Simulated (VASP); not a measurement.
# Os (Fm-3m) in VASP: notebook

Runs on Os. Level: LDA. Tasks: single point.

Everything below comes from runs of VASP 6.6.1. Logs are shortened: lines on timing, memory, paths and dates and some standing lists are left out, and cuts for length are marked.

**1. The cell of the first run**

The structure is cubic, space group Fm-3m (No. 225). The conventional cell has a = 3.804 Å, b = 3.804 Å, c = 3.804 Å, α = 90.00°, β = 90.00°, γ = 90.00°. Within 3.5 Å of Os (site symmetry m-3m) lie 12 Os at 2.69 Å.

**2. Single point, LDA**

Contents of INCAR:

```
  PREC = Accurate
  ENCUT = 520
  EDIFF = 1E-6
  ISMEAR = -1
  SIGMA = 0.1
  LREAL = F
  LASPH = T
  NELM = 80
  ALGO = Normal
  ISIF = 2
  LWAVE = F
  LCHARG = T
  GGA = CA
  LELF = T
  LVHAR = T
  NBANDS = 10
```

Contents of KPOINTS:

```
regular mesh
0
Gamma
  14 14 14
```

Contents of POSCAR:

```
Os
1.0
    0.0000000000      1.9019172812      1.9019172812
    1.9019172812      0.0000000000      1.9019172812
    1.9019172812      1.9019172812      0.0000000000
Os
1
Direct
    0.0000000000      0.0000000000      0.0000000000
```

Potentials or basis: VASP PAW LDA potentials, release 64 (Os).

Run with:

```
$ cat potpaw_LDA.64/Os/POTCAR > POTCAR
$ mpirun -np 1 vasp_std > vasp.out
```

OUTCAR:

```text
PREC = Accurate
   ENCUT = 520
   EDIFF = 1E-6
   ISMEAR = -1
   LREAL = F
   LASPH = T
   NELM = 80
   ISIF = 2
   GGA = CA

 ion  position               nearest neighbor table
   1  0.000  0.000  0.000-

  LATTYP: Found a face centered cubic cell.
 ALAT       =     3.8038345624

  Lattice vectors:

 A1 = (   0.0000000000,   1.9019172812,   1.9019172812)
 A2 = (   1.9019172812,   0.0000000000,   1.9019172812)
 A3 = (   1.9019172812,   1.9019172812,   0.0000000000)

Analysis of symmetry for initial positions (statically):
=====================================================================
 Subroutine PRICEL returns:
 Original cell was already a primitive cell.

 Routine SETGRP: Setting up the symmetry group for a
 face centered cubic supercell.

 Subroutine GETGRP returns: Found 48 space group operations
 (whereof 48 operations were pure point group operations)
 out of a pool of 48 trial point group operations.

The static configuration has the point symmetry O_h .

Analysis of symmetry for dynamics (positions and initial velocities):
=====================================================================
 Subroutine PRICEL returns:
 Original cell was already a primitive cell.

 Routine SETGRP: Setting up the symmetry group for a
 face centered cubic supercell.

 Subroutine GETGRP returns: Found 48 space group operations
 (whereof 48 operations were pure point group operations)
 out of a pool of 48 trial point group operations.

The dynamic configuration has the point symmetry O_h .

 Subroutine INISYM returns: Found 48 space group operations
 (whereof 48 operations are pure point group operations),
 and found     1 'primitive' translations

----------------------------------------------------------------------------------------

                                     Primitive cell

  volume of cell :      13.7596

  direct lattice vectors                    reciprocal lattice vectors
     0.000000000  1.901917281  1.901917281    -0.262892611  0.262892611  0.262892611
     1.901917281  0.000000000  1.901917281     0.262892611 -0.262892611  0.262892611
     1.901917281  1.901917281  0.000000000     0.262892611  0.262892611 -0.262892611

  length of vectors
     2.689717214  2.689717214  2.689717214     0.455343359  0.455343359  0.455343359
[... 79 lines left out ...]
   EDIFF  = 0.1E-05   stopping-criterion for ELM
   LREAL  =      F    real-space projection
   EDIFFG = 0.1E-04   stopping-criterion for IOM
   NSW    =      0    number of steps for IOM
   IBRION =     -1    ionic relax: 0-MD 1-quasi-New 2-CG
   NFREE  =      0    steps in history (QN), initial steepest desc. (CG)
   ISIF   =      2    stress and relaxation
   ISYM   =      2    0-nonsym 1-usesym 2-fastsym
   POTIM  = 0.5000    time-step for ionic-motion
   TEBEG  =    0.0;   TEEND  =   0.0 temperature during run
   PSTRESS=    0.0 pullay stress
   NELECT =       8.0000    total number of electrons
   NUPDOWN=      -1.0000    fix difference up-down
   EMIN   =  10.00;   EMAX   =-10.00  energy-range for DOS
   EFERMI =   0.00;   METHOD = LEGACY
   ISMEAR =    -1;   SIGMA  =   0.10  broadening in eV -4-tet -1-fermi 0-gaus
   EFERMI_NEDOS =   21; number of points for ismear=-14 and -15
   IALGO  =     38    algorithm
   IMIX   =      4    mixing-type and parameters
     AMIX     =   0.40;   BMIX     =  1.00
     AMIX_MAG =   1.60;   BMIX_MAG =  1.00
  volume/ion in A,a.u.               =      13.76        92.85
  Fermi-wavevector in a.u.,A,eV,Ry     =   1.366375  2.582074 25.401809  1.866980
  Thomas-Fermi vector in A             =   2.492521
   LORBIT       =      0    0 simple, 1 ext, 2 COOP (PROOUT), +10 PAW based schemes
   GGA     = CA    functional components
   LHFCALC =     F    Hartree Fock is set to
   AEXX    =    0.0000 exact exchange contribution
   IVDW    =     0    specifies the selected vdW correction
   LEPSILON=     F    determine dielectric tensor
   LRPA    =     F    only Hartree local field effects (RPA)
 non-spin polarized calculation
  energy-cutoff  :      520.00
  volume of cell :       13.76
 maximum number of plane-waves:       388
   NGX =  9   NGY =  9   NGZ =  9

 number of electron       7.9999999 magnetization

 Free energy of the ion-electron system (eV)
  ---------------------------------------------------
  ext. energy  EPLUGINS =         0.00000000
  ---------------------------------------------------
  free energy    TOTEN  =       -12.51841031 eV

  energy without entropy =      -12.48630225  energy(sigma->0) =      -12.50235628

 E-fermi :   9.4818     XC(G=0): -14.2728

 val. band max:        9.4800283436   @ k =  -0.4286   0.3571   0.1429
 cond. band min:       9.4862895819   @ k =   0.2857   0.0714   0.0000
 fundamental gap:      0.0062612383
 Fermi energy:         9.4817558237

 k-point     1 :       0.0000    0.0000    0.0000
  band No.  band energies     occupation
      1      -1.3713      2.00000
      2       6.4307      2.00000
      3       6.4307      2.00000
      4       6.4307      2.00000
      5       9.5674      0.59617
      6       9.5674      0.59617
      7      23.8474      0.00000
      8      29.7139      0.00000
      9      29.7139      0.00000
     10      29.7139      0.00000
[... 287 lines left out ...]
 k-point    24 :       0.2857    0.1429    0.0000
  band No.  band energies     occupation
      1       1.5321      2.00000
      2       4.8526      2.00000
      3       6.7897      2.00000
      4       7.6948      2.00000
      5       9.2149      1.87034
      6      10.6672      0.00001
      7      25.2749      0.00000
      8      28.3855      0.00000
      9      30.8349      0.00000
     10      31.4626      0.00000

 [... further k-points ...]

------------------------ aborting loop because EDIFF is reached ----------------------------------------

  FORCE on cell =-STRESS in cart. coord.  units (eV):
  Direction    XX          YY          ZZ          XY          YZ          ZX
  --------------------------------------------------------------------------------------
  -------------------------------------------------------------------------------------
  Total        0.0908333      0.0908333      0.0908333      0.0000000     -0.0000000     -0.0000000
  in kB       10.5767176     10.5767176     10.5767176      0.0000000     -0.0000000     -0.0000000
  external PRESSURE =      10.5767176 kB  Pullay stress =       0.0000000 kB

 VOLUME and BASIS-vectors are now :
 -----------------------------------------------------------------------------
  energy-cutoff  :      520.00
  volume of cell :       13.76
      direct lattice vectors                 reciprocal lattice vectors
     0.000000000  1.901917281  1.901917281    -0.262892611  0.262892611  0.262892611
     1.901917281  0.000000000  1.901917281     0.262892611 -0.262892611  0.262892611
     1.901917281  1.901917281  0.000000000     0.262892611  0.262892611 -0.262892611

 POSITION                                       TOTAL-FORCE (eV/Angst)
 -----------------------------------------------------------------------------------
      0.00000      0.00000      0.00000         0.000000      0.000000      0.000000
 -----------------------------------------------------------------------------------
    total drift:                               -0.000000     -0.000000     -0.000000

  FREE ENERGIE OF THE ION-ELECTRON SYSTEM (eV)
  ---------------------------------------------------
  free  energy   TOTEN  =       -12.5184103141 eV

  energy  without entropy=      -12.4863022453  energy(sigma->0) =      -12.50235628
```

stdout:

```text
POSCAR found type information on POSCAR Os
 POSCAR found :  1 types and       1 ions
 scaLAPACK will be used
 LDA part: xc-table for (Slater(with rela. corr.)+CA(PZ))
 , standard interpolation
 POSCAR, INCAR and KPOINTS ok, starting setup
 FFT: planning ... GRIDC
 FFT: planning ... GRID_SOFT
 FFT: planning ... GRID
 WAVECAR not read
 entering main loop
```

It took 17 s on 1 thread of AMD EPYC 7R43 (Zen 3), shared host; peak memory 0.09 GiB.

What came out:

```yaml
Free_energy: -12.5184 eV
Pressure: 1.1 GPa
Band_gap_on_the_k_mesh: zero (band 4 reaches 12.04 eV, above the bottom of band 5 at 8.14 eV)
```

Caveat: spin-orbit coupling is left out, which moves the levels of the heavy elements.

**3. Single point, LDA (volume scaled by 0.88)**

Contents of INCAR:

```
SYSTEM = Os
  ALGO = Normal
  EDIFF = 1E-6
  ENCUT = 520
  GGA = CA
  ISIF = 2
  ISMEAR = -1
  LASPH = .True.
  LCHARG = .True.
  LELF = .True.
  LREAL = .False.
  LVHAR = .True.
  LWAVE = .False.
  NBANDS = 10
  NELM = 100
  PREC = Accurate
  SIGMA = 0.1
```

Contents of KPOINTS:

```
k-points
0
Gamma
  16 16 16
  0 0 0
```

Contents of POSCAR:

```
Os
1.0
    0.0000000000      1.8225768455      1.8225768455
    1.8225768455      0.0000000000      1.8225768455
    1.8225768455      1.8225768455      0.0000000000
Os
1
Direct
    0.0000000000      0.0000000000      0.0000000000
```

Potentials or basis: VASP PAW LDA potentials, release 64 (Os).

Run with:

```
$ cat potpaw_LDA.64/Os/POTCAR > POTCAR
$ mpirun -np 1 vasp_std > vasp.out
```

Wall time 20 s (1 thread of AMD EPYC 7R43 (Zen 3), shared host); peak memory 0.1 GiB.

It converged, with:

```yaml
Free_energy: -12.1550 eV
Pressure: 78.9 GPa
Band_gap_on_the_k_mesh: zero (band 4 reaches 14.74 eV, above the bottom of band 5 at 9.52 eV)
```

Levels at points of the mesh, in eV from the Fermi level:
| k point | band 1 | band 2 | band 3 | band 4 | band 5 | band 6 | band 7 | band 8 | band 9 |
| --- | --- | --- | --- | --- | --- | --- | --- | --- | --- |
| (0.00, 0.00, 0.00) | -12.14 | -3.82 | -3.82 | -3.82 | 0.01 | 0.01 | 14.06 | 20.75 | 20.75 |
| (0.50, 0.00, 0.00) | -9.19 | -4.04 | -4.04 | -0.10 | 3.05 | 3.05 | 11.08 | 13.65 | 21.85 |
| (0.50, 0.50, 0.00) | -9.32 | -8.53 | 2.91 | 3.03 | 3.93 | 3.93 | 13.32 | 13.32 | 14.98 |

Caveat: spin-orbit coupling is left out, which moves the levels of the heavy elements.
